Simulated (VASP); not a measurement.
# WS2 (P1) in VASP: single point with PBE

Aim: the single point of WS2 with PBE.

Everything below comes from runs of VASP 6.6.1. Logs are shortened: lines on timing, memory, paths and dates and some standing lists are left out, and cuts for length are marked.

### Step 1. The cell of the first run

The typed cell holds 6 atoms: a = 3.180 Å, b = 3.180 Å, c = 12.500 Å, α = 90.00°, β = 90.00°, γ = 120.00°.

### Step 2. Single point, PBE (atoms moved at random)

Contents of INCAR:

```
SYSTEM = WS2
ALGO = Normal ; EDIFF = 1E-7
ENCUT = 520 ; GGA = PE
ISIF = 2 ; ISMEAR = -1
LASPH = .TRUE. ; LCHARG = .FALSE.
LREAL = .FALSE. ; LWAVE = .FALSE.
NBANDS = 35 ; NELM = 60
PREC = Accurate ; SIGMA = 0.05
```

Contents of KPOINTS:

```
k-points
0
G
  10 10 3
  0 0 0
```

Contents of POSCAR:

```
WS2
1.0
    3.1799994900      0.0000000000      0.0000000000
   -1.5899997400      2.7539603400      0.0000000000
    0.0000000000      0.0000000000     12.4999993200
W S
2 4
Direct
    0.3237510000      0.6733770000      0.2524510000
    0.6542600000      0.3268070000      0.7505010000
    0.3285980000      0.6788820000      0.6184030000
    0.6665560000      0.3342690000      0.1197190000
    0.3396220000      0.6697210000      0.8793850000
    0.6655530000      0.3238660000      0.3762620000
```

Potentials or basis: VASP PAW PBE potentials, release 64 (W_sv, S).

On the command line:

```
$ cat potpaw_PBE.64/W_sv/POTCAR potpaw_PBE.64/S/POTCAR > POTCAR
$ mpirun -np 1 vasp_std > vasp.out
```

OUTCAR:

```text
SYSTEM = WS2
   EDIFF = 1E-7
   ENCUT = 520
   GGA = PE
   ISIF = 2
   ISMEAR = -1
   LASPH = .TRUE.
   LREAL = .FALSE.
   NELM = 60
   PREC = Accurate

 ion  position               nearest neighbor table
   1  0.324  0.673  0.252-   6 2.37   6 2.38   6 2.45   4 2.46   4 2.46   4 2.51
   2  0.654  0.327  0.751-   5 2.42   5 2.42   3 2.43   5 2.48   3 2.49   3 2.49
   3  0.329  0.679  0.618-   2 2.43   2 2.49   2 2.49
   4  0.667  0.334  0.120-   1 2.46   1 2.46   1 2.51
   5  0.340  0.670  0.879-   2 2.42   2 2.42   2 2.48
   6  0.666  0.324  0.376-   1 2.37   1 2.38   1 2.45

  LATTYP: Found a hexagonal cell.
 ALAT       =     3.1799994900
 C/A-ratio  =     3.9308180266

  Lattice vectors:

 A1 = (   3.1799994900,   0.0000000000,   0.0000000000)
 A2 = (  -1.5899997400,   2.7539603400,   0.0000000000)
 A3 = (   0.0000000000,   0.0000000000,  12.4999993200)

Analysis of symmetry for initial positions (statically):
=====================================================================
 Subroutine PRICEL returns:
 Original cell was already a primitive cell.

 Routine SETGRP: Setting up the symmetry group for a
 hexagonal supercell.

 Subroutine GETGRP returns: Found  1 space group operations
 (whereof  1 operations were pure point group operations)
 out of a pool of 24 trial point group operations.

The static configuration has the point symmetry C_1 .

Analysis of symmetry for dynamics (positions and initial velocities):
=====================================================================
 Subroutine PRICEL returns:
 Original cell was already a primitive cell.

 Routine SETGRP: Setting up the symmetry group for a
 hexagonal supercell.

 Subroutine GETGRP returns: Found  1 space group operations
 (whereof  1 operations were pure point group operations)
 out of a pool of 24 trial point group operations.

The dynamic configuration has the point symmetry C_1 .

 Subroutine INISYM returns: Found  1 space group operations
 (whereof  1 operations are pure point group operations),
 and found     1 'primitive' translations

----------------------------------------------------------------------------------------

                                     Primitive cell

  volume of cell :     109.4699

  direct lattice vectors                    reciprocal lattice vectors
     3.179999490  0.000000000  0.000000000     0.314465459  0.181556717  0.000000000
    -1.589999740  2.753960340  0.000000000     0.000000000  0.363113435  0.000000000
     0.000000000  0.000000000 12.499999320     0.000000000  0.000000000  0.080000004

  length of vectors
     3.179999490  3.179999485 12.499999320     0.363113435  0.363113435  0.080000004

  position of ions in fractional coordinates (direct lattice)
     0.323751000  0.673377000  0.252451000
     0.654260000  0.326807000  0.750501000
     0.328598000  0.678882000  0.618403000
     0.666556000  0.334269000  0.119719000
     0.339622000  0.669721000  0.879385000
     0.665553000  0.323866000  0.376262000

  ion indices of the primitive-cell ions
   primitive index   ion index
                 1           1
                 2           2
                 3           3
                 4           4
                 5           5
                 6           6

----------------------------------------------------------------------------------------

 KPOINTS: k-points

Automatic generation of k-mesh.
 Grid dimensions read from file:
 generate k-points for:   10   10    3

 Generating k-lattice:

  Cartesian coordinates                     Fractional coordinates (reciprocal lattice)
     0.031446546  0.018155672  0.000000000     0.100000000 -0.000000000  0.000000000
     0.000000000  0.036311344  0.000000000     0.000000000  0.100000000  0.000000000
     0.000000000  0.000000000  0.026666668     0.000000000  0.000000000  0.333333333

  Length of vectors
     0.036311343  0.036311344  0.026666668

  Shift w.r.t. Gamma in fractional coordinates (k-lattice)
     0.000000000  0.000000000  0.000000000

 Subroutine IBZKPT returns following result:
 ===========================================

 Found    152 irreducible k-points:

 Following reciprocal coordinates:
            Coordinates               Weight
  0.000000  0.000000  0.000000      1.000000
  0.100000  0.000000  0.000000      2.000000
  0.000000  0.100000  0.000000      2.000000
 -0.100000  0.100000  0.000000      2.000000
  0.200000  0.000000  0.000000      2.000000
  0.000000  0.200000  0.000000      2.000000
[... 16 lines left out ...]
 -0.200000  0.300000  0.000000      2.000000
  0.100000  0.200000  0.000000      2.000000
 [... further k-points ...]
   k-points           NKPTS =    152   k-points in BZ     NKDIM =    152   number of bands    NBANDS=     35
   number of dos      NEDOS =    301   number of ions     NIONS =      6
   total plane-waves  NPLWV =  55296
   dimension x,y,z NGX =    24 NGY =   24 NGZ =   96
   dimension x,y,z NGXF=    48 NGYF=   48 NGZF=  192
   ions per type =               2   4
   NGX,Y,Z   is equivalent  to a cutoff of  12.55, 12.55, 12.77 a.u.
   NGXF,Y,Z  is equivalent  to a cutoff of  25.09, 25.09, 25.54 a.u.
 SYSTEM =  WS2
   PREC   = accura    normal or accurate (medium, high low for compatibility)
   ISTART =      0    job   : 0-new  1-cont  2-samecut
   ICHARG =      2    charge: 1-file 2-atom 10-const
   ISPIN  =      1    spin polarized calculation?
   LNONCOLLINEAR =      F non collinear calculations
   LSORBIT =      F    spin-orbit coupling
   LASPH  =      T    aspherical Exc in radial PAW
   ENCUT  =  520.0 eV  38.22 Ry    6.18 a.u.   5.91  5.91 23.24*2*pi/ulx,y,z
   NELM   =     60;   NELMIN=  2; NELMDL= -5     # of ELM steps
   EDIFF  = 0.1E-06   stopping-criterion for ELM
   LREAL  =      F    real-space projection
   EDIFFG = 0.1E-05   stopping-criterion for IOM
   NSW    =      0    number of steps for IOM
   IBRION =     -1    ionic relax: 0-MD 1-quasi-New 2-CG
   NFREE  =      0    steps in history (QN), initial steepest desc. (CG)
   ISIF   =      2    stress and relaxation
   ISYM   =      2    0-nonsym 1-usesym 2-fastsym
   POTIM  = 0.5000    time-step for ionic-motion
   TEBEG  =    0.0;   TEEND  =   0.0 temperature during run
   PSTRESS=    0.0 pullay stress
   NELECT =      52.0000    total number of electrons
   NUPDOWN=      -1.0000    fix difference up-down
   EMIN   =  10.00;   EMAX   =-10.00  energy-range for DOS
   EFERMI =   0.00;   METHOD = LEGACY
   ISMEAR =    -1;   SIGMA  =   0.05  broadening in eV -4-tet -1-fermi 0-gaus
   EFERMI_NEDOS =   21; number of points for ismear=-14 and -15
   IALGO  =     38    algorithm
   IMIX   =      4    mixing-type and parameters
     AMIX     =   0.40;   BMIX     =  1.00
     AMIX_MAG =   1.60;   BMIX_MAG =  1.00
  volume/ion in A,a.u.               =      18.24       123.12
  Fermi-wavevector in a.u.,A,eV,Ry     =   1.277353  2.413848 22.199694  1.631631
  Thomas-Fermi vector in A             =   2.409958
   LORBIT       =      0    0 simple, 1 ext, 2 COOP (PROOUT), +10 PAW based schemes
   GGA     = PE    functional components
   LHFCALC =     F    Hartree Fock is set to
   AEXX    =    0.0000 exact exchange contribution
   IVDW    =     0    specifies the selected vdW correction
   LEPSILON=     F    determine dielectric tensor
   LRPA    =     F    only Hartree local field effects (RPA)
 non-spin polarized calculation
  energy-cutoff  :      520.00
  volume of cell :      109.47
 maximum number of plane-waves:      2976
   NGX = 11   NGY = 11   NGZ = 47

 number of electron      52.0000003 magnetization

 Free energy of the ion-electron system (eV)
  ---------------------------------------------------
  ext. energy  EPLUGINS =         0.00000000
  ---------------------------------------------------
  free energy    TOTEN  =       -47.07782641 eV

  energy without entropy =      -47.07782560  energy(sigma->0) =      -47.07782600

 E-fermi :   7.4656     XC(G=0): -10.8439

 val. band max:        6.9948630543   @ k =   0.0000   0.0000   0.0000
 cond. band min:       8.0403555560   @ k =  -0.4000   0.2000   0.0000
 fundamental gap:      1.0454925017
 Fermi energy:         7.4655663104

 k-point     1 :       0.0000    0.0000    0.0000
  band No.  band energies     occupation
      1     -67.5659      2.00000
      2     -67.5574      2.00000
      3     -31.7833      2.00000
      4     -31.7784      2.00000
      5     -31.6267      2.00000
      6     -31.6186      2.00000
[... 27 lines left out ...]
     34       9.7591      0.00000
     35      11.7940      0.00000

 k-point     2 :       0.1000    0.0000    0.0000
  band No.  band energies     occupation
      1     -67.5643      2.00000
      2     -67.5558      2.00000
      3     -31.7776      2.00000
      4     -31.7730      2.00000
      5     -31.6568      2.00000
      6     -31.6413      2.00000
[... 27 lines left out ...]
     34       9.8413      0.00000
     35      12.4894      0.00000

 k-point     3 :       0.0000    0.1000    0.0000
  band No.  band energies     occupation
      1     -67.5643      2.00000
      2     -67.5558      2.00000
      3     -31.7776      2.00000
      4     -31.7728      2.00000
      5     -31.6577      2.00000
      6     -31.6444      2.00000
[... 27 lines left out ...]
     34       9.7769      0.00000
     35      12.4796      0.00000

 k-point     4 :      -0.1000    0.1000    0.0000
  band No.  band energies     occupation
      1     -67.5643      2.00000
      2     -67.5558      2.00000
      3     -31.7778      2.00000
      4     -31.7729      2.00000
      5     -31.6504      2.00000
      6     -31.6436      2.00000
[... 27 lines left out ...]
     34       9.9638      0.00000
     35      12.4956      0.00000

 k-point     5 :       0.2000    0.0000    0.0000
  band No.  band energies     occupation
      1     -67.5602      2.00000
      2     -67.5516      2.00000
      3     -31.7629      2.00000
      4     -31.7588      2.00000
      5     -31.7395      2.00000
      6     -31.7221      2.00000
[... 638 lines left out ...]
 k-point    22 :      -0.3000    0.2000    0.0000
  band No.  band energies     occupation
      1     -67.5569      2.00000
      2     -67.5483      2.00000
      3     -31.7910      2.00000
      4     -31.7806      2.00000
      5     -31.7511      2.00000
      6     -31.7468      2.00000
[... 27 lines left out ...]
     34      10.9375      0.00000
     35      13.8698      0.00000

 k-point    23 :      -0.2000    0.3000    0.0000
  band No.  band energies     occupation
      1     -67.5569      2.00000
      2     -67.5483      2.00000
      3     -31.7919      2.00000
      4     -31.7843      2.00000
      5     -31.7510      2.00000
      6     -31.7464      2.00000
[... 27 lines left out ...]
     34      10.9767      0.00000
     35      13.8708      0.00000

 k-point    24 :       0.1000    0.2000    0.0000
  band No.  band energies     occupation
      1     -67.5569      2.00000
      2     -67.5482      2.00000
      3     -31.8023      2.00000
      4     -31.7826      2.00000
      5     -31.7501      2.00000
      6     -31.7466      2.00000
[... 27 lines left out ...]
     34      10.9886      0.00000
     35      13.8512      0.00000

 [... further k-points ...]

------------------------ aborting loop because EDIFF is reached ----------------------------------------

  FORCE on cell =-STRESS in cart. coord.  units (eV):
  Direction    XX          YY          ZZ          XY          YZ          ZX
  --------------------------------------------------------------------------------------
  -------------------------------------------------------------------------------------
  Total       -1.2962989     -0.5589386     -3.6205978      0.1716199      0.8221500     -0.9035609
  in kB      -18.9723454     -8.1805028    -52.9902712      2.5117904     12.0328067    -13.2243185
  external PRESSURE =     -26.7143731 kB  Pullay stress =       0.0000000 kB

 VOLUME and BASIS-vectors are now :
 -----------------------------------------------------------------------------
  energy-cutoff  :      520.00
  volume of cell :      109.47
      direct lattice vectors                 reciprocal lattice vectors
     3.179999490  0.000000000  0.000000000     0.314465459  0.181556717  0.000000000
    -1.589999740  2.753960340  0.000000000     0.000000000  0.363113435  0.000000000
     0.000000000  0.000000000 12.499999320     0.000000000  0.000000000  0.080000004

 POSITION                                       TOTAL-FORCE (eV/Angst)
 -----------------------------------------------------------------------------------
     -0.04114      1.85445      3.15564         0.885519     -0.614733     -1.679812
      1.56092      0.90001      9.38126         0.371437      0.685554     -0.552448
     -0.03448      1.86961      7.73004         0.022002     -0.446933      1.391569
      1.58816      0.92056      1.49649        -0.341777      0.139991      1.420907
      0.01514      1.84439     10.99231        -0.392799     -0.239531     -0.841854
      1.60151      0.89191      4.70327        -0.544381      0.475652      0.261637
 -----------------------------------------------------------------------------------
    total drift:                               -0.000034      0.000051      0.000016

  FREE ENERGIE OF THE ION-ELECTRON SYSTEM (eV)
  ---------------------------------------------------
  free  energy   TOTEN  =       -47.0778264086 eV

  energy  without entropy=      -47.0778255996  energy(sigma->0) =      -47.07782600
```

It took 5.7 min on 1 thread of Intel Xeon Platinum 8488C (Sapphire Rapids), shared host; peak memory 0.55 GiB.

Results:

```
Free energy            : -47.0778 eV
Pressure               : -2.7 GPa
Largest force          : 1.996 eV/Å
Band gap on the k mesh : 1.05 eV (least direct gap 2.04 eV)
```

Forces on the atoms (eV/Å):
```
W    0.886 -0.615 -1.680
W    0.371  0.686 -0.552
S    0.022 -0.447  1.392
S   -0.342  0.140  1.421
S   -0.393 -0.240 -0.842
S   -0.544  0.476  0.262
```

Caveat: the cell differs from its parent crystal (atoms moved at random); spin-orbit coupling is left out, which moves the levels of the heavy elements; forces of over 1 eV/Å act on the atoms, so gaps and moduli don't describe the material at rest. A k mesh can miss the band edges.
